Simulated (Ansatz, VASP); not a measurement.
**Sn in VASP and in Ansatz**

```xyz
2
Lattice="-2.9483 2.9504 1.5888 2.9504 -2.9483 1.5888 2.9461 2.9461 -1.5849" Properties=species:S:1:pos:R:3 pbc="T T T"
Sn    2.9503   -2.9481    1.5888
Sn   -0.0004    2.9486    0.7964
```

Alike in both runs: task single point; functional r2SCAN; k mesh 7 × 7 × 5; occupations fermi-dirac, width 0.1 eV; no spin polarisation.

|  | VASP | Ansatz |
| --- | --- | --- |
| version | VASP 6.6.1 | Ansatz 0.2.0 |
| potentials or method | VASP PAW PBE potentials, release 64 (Sn_d), cutoff 520 eV | plane waves (500 eV) with PAW, scalar-relativistic |
| valence electrons in the cell | 28 | 28 |

```csv
,VASP,Ansatz,Ansatz less VASP
pressure (GPa),-0.1,-0.1,+0.01
"traceless stress, the component that is largest in VASP (GPa)",0.83,0.83,+0.002
```

VASP's potentials were made for PBE, not for r2SCAN. With one functional, cell and mesh, what is left measures potentials, basis and numerics.
